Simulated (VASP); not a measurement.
# SiGe (P6_3mc) in VASP: further runs

Runs on SiGe. Level: r2SCAN. Tasks: single point.

Program: VASP 6.6.1. These are calculated values, not measurements. Logs are shortened: lines on timing, memory, paths and dates and some standing lists are left out, and cuts for length are marked.

## 1. The cell of the first run

The structure is hexagonal, space group P6_3mc (No. 186). Conventional cell: a = 3.904 Å, b = 3.904 Å, c = 6.647 Å, α = 90.00°, β = 90.00°, γ = 120.00°. Si (site symmetry 3m) has 4 Ge at 2.40 to 2.49 Å within 3.2 Å. Within 3.2 Å of Ge (site symmetry 3m) lie 4 Si at 2.40 to 2.49 Å.

## 2. Single point, r2SCAN (strain +0.000 along x and y, +0.030 along z)

File POSCAR:

```
SiGe
1.0
    3.9043776423      0.0000000000      0.0000000000
   -1.9521888212      3.3812902242      0.0000000000
    0.0000000000      0.0000000000      6.6472900592
Si Ge
2 2
Direct
    0.6666666667      0.3333333333      0.8744661518
    0.3333333333      0.6666666667      0.3744661518
    0.6666666667      0.3333333333      0.5005328482
    0.3333333333      0.6666666667      0.0005328482
```

File INCAR.step1:

```
SYSTEM = SiGe
  PREC = Accurate
  ENCUT = 520
  ISMEAR = 0
  SIGMA = 0.05
  LREAL = .False.
  LASPH = .True.
  NELM = 80
  NBANDS = 26
  GGA = PE
  ALGO = Normal
  EDIFF = 1E-4
  LWAVE = .True.
  LCHARG = .False.
```

File INCAR.step2:

```
SYSTEM = SiGe
  PREC = Accurate
  ENCUT = 520
  EDIFF = 1E-6
  ISMEAR = 0
  SIGMA = 0.05
  LREAL = .False.
  LASPH = .True.
  NELM = 80
  ALGO = Normal
  ISIF = 2
  LWAVE = .False.
  LCHARG = .False.
  METAGGA = R2SCAN
  LMIXTAU = .True.
  NBANDS = 26
  ISTART = 1
```

File KPOINTS:

```
regular mesh
0
Gamma
  12 12 4
  0 0 0
```

Potentials or basis: VASP PAW PBE potentials, release 64 (Si, Ge_d).

Run with:

```
> cat potpaw_PBE.64/Si/POTCAR potpaw_PBE.64/Ge_d/POTCAR > POTCAR
> cp INCAR.step1 INCAR
> mpirun -np 1 vasp_std > vasp.out
> cp INCAR.step2 INCAR
> mpirun -np 1 vasp_std > vasp.out
```

OUTCAR:

```text
SYSTEM = SiGe
   PREC = Accurate
   ENCUT = 520
   EDIFF = 1E-6
   ISMEAR = 0
   LREAL = .False.
   LASPH = .True.
   NELM = 80
   ISIF = 2
   METAGGA = R2SCAN
   ISTART = 1

 ion  position               nearest neighbor table
   1  0.667  0.333  0.874-   4 2.40   4 2.40   4 2.40   3 2.49
   2  0.333  0.667  0.374-   3 2.40   3 2.40   3 2.40   4 2.49
   3  0.667  0.333  0.501-   2 2.40   2 2.40   2 2.40   1 2.49
   4  0.333  0.667  0.001-   1 2.40   1 2.40   1 2.40   2 2.49

  LATTYP: Found a hexagonal cell.
 ALAT       =     3.9043776423
 C/A-ratio  =     1.7025223142

  Lattice vectors:

 A1 = (   3.9043776423,   0.0000000000,   0.0000000000)
 A2 = (  -1.9521888212,   3.3812902242,   0.0000000000)
 A3 = (   0.0000000000,   0.0000000000,   6.6472900592)

Analysis of symmetry for initial positions (statically):
=====================================================================
 Subroutine PRICEL returns:
 Original cell was already a primitive cell.

 Routine SETGRP: Setting up the symmetry group for a
 hexagonal supercell.

 Subroutine GETGRP returns: Found 12 space group operations
 (whereof  6 operations were pure point group operations)
 out of a pool of 24 trial point group operations.

The static configuration has the point symmetry C_3v.
 The point group associated with its full space group is C_6v.

Analysis of symmetry for dynamics (positions and initial velocities):
=====================================================================
 Subroutine PRICEL returns:
 Original cell was already a primitive cell.

 Routine SETGRP: Setting up the symmetry group for a
 hexagonal supercell.

 Subroutine GETGRP returns: Found 12 space group operations
 (whereof  6 operations were pure point group operations)
 out of a pool of 24 trial point group operations.

The dynamic configuration has the point symmetry C_3v.
 The point group associated with its full space group is C_6v.

 Subroutine INISYM returns: Found 12 space group operations
 (whereof  6 operations are pure point group operations),
 and found     1 'primitive' translations

----------------------------------------------------------------------------------------

                                     Primitive cell

  volume of cell :      87.7564

  direct lattice vectors                    reciprocal lattice vectors
     3.904377642  0.000000000  0.000000000     0.256122766  0.147872548  0.000000000
    -1.952188821  3.381290224  0.000000000     0.000000000  0.295745095  0.000000000
     0.000000000  0.000000000  6.647290059     0.000000000  0.000000000  0.150437245

  length of vectors
     3.904377642  3.904377642  6.647290059     0.295745095  0.295745095  0.150437245

  position of ions in fractional coordinates (direct lattice)
     0.666666667  0.333333333  0.874466152
     0.333333333  0.666666667  0.374466152
     0.666666667  0.333333333  0.500532848
     0.333333333  0.666666667  0.000532848

  ion indices of the primitive-cell ions
   primitive index   ion index
                 1           1
                 2           2
                 3           3
                 4           4

----------------------------------------------------------------------------------------

 KPOINTS: regular mesh

Automatic generation of k-mesh.
 Grid dimensions read from file:
 generate k-points for:   12   12    4

 Generating k-lattice:

  Cartesian coordinates                     Fractional coordinates (reciprocal lattice)
     0.021343564  0.012322712  0.000000000     0.083333333  0.000000000  0.000000000
     0.000000000  0.024645425  0.000000000     0.000000000  0.083333333  0.000000000
     0.000000000  0.000000000  0.037609311     0.000000000  0.000000000  0.250000000

  Length of vectors
     0.024645425  0.024645425  0.037609311

  Shift w.r.t. Gamma in fractional coordinates (k-lattice)
     0.000000000  0.000000000  0.000000000

 Subroutine IBZKPT returns following result:
 ===========================================

 Found     57 irreducible k-points:

 Following reciprocal coordinates:
            Coordinates               Weight
  0.000000  0.000000  0.000000      1.000000
  0.083333 -0.000000  0.000000      6.000000
  0.166667  0.000000  0.000000      6.000000
  0.250000  0.000000  0.000000      6.000000
  0.333333  0.000000  0.000000      6.000000
  0.416667  0.000000  0.000000      6.000000
[... 16 lines left out ...]
  0.250000  0.000000  0.250000     12.000000
  0.333333  0.000000  0.250000     12.000000
 [... further k-points ...]
   k-points           NKPTS =     57   k-points in BZ     NKDIM =     57   number of bands    NBANDS=     26
   number of dos      NEDOS =    301   number of ions     NIONS =      4
   total plane-waves  NPLWV =  45000
   dimension x,y,z NGX =    30 NGY =   30 NGZ =   50
   dimension x,y,z NGXF=    60 NGYF=   60 NGZF=  100
   ions per type =               2   2
   NGX,Y,Z   is equivalent  to a cutoff of  12.77, 12.77, 12.50 a.u.
   NGXF,Y,Z  is equivalent  to a cutoff of  25.55, 25.55, 25.01 a.u.
 SYSTEM =  SiGe
   PREC   = accura    normal or accurate (medium, high low for compatibility)
   ISTART =      1    job   : 0-new  1-cont  2-samecut
   ICHARG =      0    charge: 1-file 2-atom 10-const
   ISPIN  =      1    spin polarized calculation?
   LNONCOLLINEAR =      F non collinear calculations
   LSORBIT =      F    spin-orbit coupling
   LASPH  =      T    aspherical Exc in radial PAW
   ENCUT  =  520.0 eV  38.22 Ry    6.18 a.u.   7.26  7.26 12.36*2*pi/ulx,y,z
   NELM   =     80;   NELMIN=  2; NELMDL=  0     # of ELM steps
   EDIFF  = 0.1E-05   stopping-criterion for ELM
   LREAL  =      F    real-space projection
   EDIFFG = 0.1E-04   stopping-criterion for IOM
   NSW    =      0    number of steps for IOM
   IBRION =     -1    ionic relax: 0-MD 1-quasi-New 2-CG
   NFREE  =      0    steps in history (QN), initial steepest desc. (CG)
   ISIF   =      2    stress and relaxation
   ISYM   =      2    0-nonsym 1-usesym 2-fastsym
   POTIM  = 0.5000    time-step for ionic-motion
   TEBEG  =    0.0;   TEEND  =   0.0 temperature during run
   PSTRESS=    0.0 pullay stress
   NELECT =      36.0000    total number of electrons
   NUPDOWN=      -1.0000    fix difference up-down
   EMIN   =  10.00;   EMAX   =-10.00  energy-range for DOS
   EFERMI =   0.00;   METHOD = LEGACY
   ISMEAR =     0;   SIGMA  =   0.05  broadening in eV -4-tet -1-fermi 0-gaus
   EFERMI_NEDOS =   21; number of points for ismear=-14 and -15
   IALGO  =     38    algorithm
   IMIX   =      4    mixing-type and parameters
     AMIX     =   0.40;   BMIX     =  1.00
     AMIX_MAG =   1.60;   BMIX_MAG =  1.00
  volume/ion in A,a.u.               =      21.94       148.05
  Fermi-wavevector in a.u.,A,eV,Ry     =   1.216418  2.298696 20.132157  1.479672
  Thomas-Fermi vector in A             =   2.351772
   LORBIT       =      0    0 simple, 1 ext, 2 COOP (PROOUT), +10 PAW based schemes
   METAGGA = R2SCAN    functional components
   LHFCALC =     F    Hartree Fock is set to
   AEXX    =    0.0000 exact exchange contribution
   IVDW    =     0    specifies the selected vdW correction
   LEPSILON=     F    determine dielectric tensor
   LRPA    =     F    only Hartree local field effects (RPA)
 non-spin polarized calculation
 Gauss-broadening in eV      SIGMA  =   0.05
  energy-cutoff  :      520.00
  volume of cell :       87.76
 maximum number of plane-waves:      2383
 NGX is ok and might be reduce to    30
   NGX = 15   NGY = 15   NGZ = 25

 number of electron      35.9999982 magnetization

 Free energy of the ion-electron system (eV)
  ---------------------------------------------------
  ext. energy  EPLUGINS =         0.00000000
  ---------------------------------------------------
  free energy    TOTEN  =       -45.12548762 eV

  energy without entropy =      -45.12548762  energy(sigma->0) =      -45.12548762

 E-fermi :   5.3953     XC(G=0): -10.2390

 val. band max:        5.1740566256   @ k =   0.0000   0.0000   0.0000
 cond. band min:       5.9407720108   @ k =   0.3333   0.0000   0.2500
 fundamental gap:      0.7667153852
 Fermi energy:         5.3953385848

 k-point     1 :       0.0000    0.0000    0.0000
  band No.  band energies     occupation
      1     -20.0298      2.00000
      2     -20.0292      2.00000
      3     -20.0277      2.00000
      4     -20.0276      2.00000
      5     -20.0248      2.00000
      6     -20.0248      2.00000
[... 18 lines left out ...]
     25       9.7044      0.00000
     26      12.3062      0.00000

 k-point     2 :       0.0833   -0.0000    0.0000
  band No.  band energies     occupation
      1     -20.0295      2.00000
      2     -20.0293      2.00000
      3     -20.0278      2.00000
      4     -20.0273      2.00000
      5     -20.0245      2.00000
      6     -20.0244      2.00000
[... 18 lines left out ...]
     25      10.0341      0.00000
     26      11.6832      0.00000

 k-point     3 :       0.1667    0.0000    0.0000
  band No.  band energies     occupation
      1     -20.0302      2.00000
      2     -20.0283      2.00000
      3     -20.0281      2.00000
      4     -20.0263      2.00000
      5     -20.0235      2.00000
      6     -20.0232      2.00000
[... 18 lines left out ...]
     25      10.8443      0.00000
     26      10.8935      0.00000

 k-point     4 :       0.2500    0.0000    0.0000
  band No.  band energies     occupation
      1     -20.0315      2.00000
      2     -20.0290      2.00000
      3     -20.0266      2.00000
      4     -20.0252      2.00000
      5     -20.0219      2.00000
      6     -20.0216      2.00000
[... 18 lines left out ...]
     25      12.0664      0.00000
     26      12.1178      0.00000
[... 496 lines left out ...]
      1     -20.0302      2.00000
      2     -20.0294      2.00000
      3     -20.0266      2.00000
      4     -20.0259      2.00000
      5     -20.0239      2.00000
      6     -20.0236      2.00000
[... 18 lines left out ...]
     25      10.4820      0.00000
     26      11.6367      0.00000

 k-point    23 :       0.2500    0.0000    0.2500
  band No.  band energies     occupation
      1     -20.0314      2.00000
      2     -20.0300      2.00000
      3     -20.0253      2.00000
      4     -20.0246      2.00000
      5     -20.0223      2.00000
      6     -20.0221      2.00000
[... 18 lines left out ...]
     25      11.5694      0.00000
     26      11.8020      0.00000

 k-point    24 :       0.3333    0.0000    0.2500
  band No.  band energies     occupation
      1     -20.0326      2.00000
      2     -20.0307      2.00000
      3     -20.0239      2.00000
      4     -20.0236      2.00000
      5     -20.0208      2.00000
      6     -20.0207      2.00000
[... 18 lines left out ...]
     25      12.6260      0.00000
     26      13.0310      0.00000

 [... further k-points ...]

------------------------ aborting loop because EDIFF is reached ----------------------------------------

  FORCE on cell =-STRESS in cart. coord.  units (eV):
  Direction    XX          YY          ZZ          XY          YZ          ZX
  --------------------------------------------------------------------------------------
  -------------------------------------------------------------------------------------
  Total       -0.2168343     -0.2168343     -3.3330454      0.0000000      0.0000000      0.0000000
  in kB       -3.9587651     -3.9587651    -60.8517272      0.0000000      0.0000000      0.0000000
  external PRESSURE =     -22.9230858 kB  Pullay stress =       0.0000000 kB

 VOLUME and BASIS-vectors are now :
 -----------------------------------------------------------------------------
  energy-cutoff  :      520.00
  volume of cell :       87.76
      direct lattice vectors                 reciprocal lattice vectors
     3.904377642  0.000000000  0.000000000     0.256122766  0.147872548  0.000000000
    -1.952188821  3.381290224  0.000000000     0.000000000  0.295745095  0.000000000
     0.000000000  0.000000000  6.647290059     0.000000000  0.000000000  0.150437245

 POSITION                                       TOTAL-FORCE (eV/Angst)
 -----------------------------------------------------------------------------------
      1.95219      1.12710      5.81283         0.000000     -0.000000     -0.211867
     -0.00000      2.25419      2.48919         0.000000      0.000000     -0.211867
      1.95219      1.12710      3.32719         0.000000     -0.000000      0.211867
     -0.00000      2.25419      0.00354        -0.000000      0.000000      0.211867
 -----------------------------------------------------------------------------------
    total drift:                               -0.000000     -0.000000      0.019132

  FREE ENERGIE OF THE ION-ELECTRON SYSTEM (eV)
  ---------------------------------------------------
  free  energy   TOTEN  =       -45.1254876226 eV

  energy  without entropy=      -45.1254876226  energy(sigma->0) =      -45.12548762
```

Wall time 4.1 min (1 thread of Intel Xeon Platinum 8488C (Sapphire Rapids), shared host); peak memory 0.28 GiB.

What came out:

```yaml
Free_energy: -45.1255 eV
Pressure: -2.3 GPa
Largest_force: 0.212 eV/Å
Band_gap_on_the_k_mesh: 0.77 eV (least direct gap 1.01 eV)
```

Forces on the atoms (eV/Å):
```
Si   0.000  0.000 -0.212
Si   0.000  0.000 -0.212
Ge   0.000  0.000  0.212
Ge   0.000  0.000  0.212
```

Caveat: the cell differs from its parent crystal (strain +0.000 along x and y, +0.030 along z); the PAW data sets were made with another functional, which shifts forces and pressure a little. A k mesh can miss the band edges.

## 3. Single point, r2SCAN (strain +0.030 along x and y, +0.000 along z)

File POSCAR:

```
SiGe
1.0
    4.0215089716      0.0000000000      0.0000000000
   -2.0107544858      3.4827289309      0.0000000000
    0.0000000000      0.0000000000      6.4536796691
Si Ge
2 2
Direct
    0.6666666667      0.3333333333      0.8744661518
    0.3333333333      0.6666666667      0.3744661518
    0.6666666667      0.3333333333      0.5005328482
    0.3333333333      0.6666666667      0.0005328482
```

File INCAR.step1:

```
SYSTEM = SiGe
PREC = Accurate ; ENCUT = 520
ISMEAR = 0 ; SIGMA = 0.05
LREAL = .False. ; LASPH = .True.
NELM = 60 ; NBANDS = 26
GGA = PE ; ALGO = Normal
EDIFF = 1E-4 ; LWAVE = .True.
LCHARG = .False.
```

File INCAR.step2:

```
SYSTEM = SiGe
PREC = Accurate ; ENCUT = 520
EDIFF = 1E-7 ; ISMEAR = 0
SIGMA = 0.05 ; LREAL = .False.
LASPH = .True. ; NELM = 60
ALGO = Normal ; ISIF = 2
LWAVE = .False. ; LCHARG = .True.
METAGGA = R2SCAN ; LMIXTAU = .True.
LELF = .True. ; LVHAR = .True.
NBANDS = 26 ; ISTART = 1
```

File KPOINTS:

```
Automatic mesh
0
Gamma
  12 12 4
  0 0 0
```

Potentials or basis: VASP PAW PBE potentials, release 64 (Si, Ge_d).

Run with:

```
> cat potpaw_PBE.64/Si/POTCAR potpaw_PBE.64/Ge_d/POTCAR > POTCAR
> cp INCAR.step1 INCAR
> mpirun -np 1 vasp_std > vasp.out
> cp INCAR.step2 INCAR
> mpirun -np 1 vasp_std > vasp.out
```

Run time: 5.5 min. Hardware: 1 thread of Intel Xeon Platinum 8488C (Sapphire Rapids), shared host; peak memory 0.27 GiB.

It converged, with:

```
Free energy            : -45.0703 eV
Pressure               : -4.3 GPa
Largest force          : 0.260 eV/Å
Band gap on the k mesh : 0.29 eV
```

Forces on the atoms (eV/Å):
```
Si   0.000  0.000  0.260
Si   0.000  0.000  0.260
Ge   0.000  0.000 -0.260
Ge   0.000  0.000 -0.260
```

Stress tensor (GPa, compression positive):
```
-6.14  0.00  0.00
 0.00 -6.14  0.00
 0.00  0.00 -0.54
```

Levels at points of the mesh, in eV from the valence-band top:
```
           k point  band 15  band 16  band 17  band 18  band 19  band 20  band 21  band 22
(0.00, 0.00, 0.00)    -1.72    -0.30     0.00     0.00     0.29     1.47     2.07     2.07
(0.50, 0.00, 0.00)    -4.67    -3.22    -2.93    -1.46     0.60     2.22     3.47     3.61
(0.00, 0.00, 0.50)    -1.06    -1.06    -1.06    -1.06     1.14     1.14     3.22     3.22
(0.50, 0.00, 0.50)    -2.52    -2.52    -2.49    -2.49     0.90     0.90     2.27     2.27
```

Caveat: the cell differs from its parent crystal (strain +0.030 along x and y, +0.000 along z); the cell stands under tension; the PAW data sets were made with another functional, which shifts forces and pressure a little.
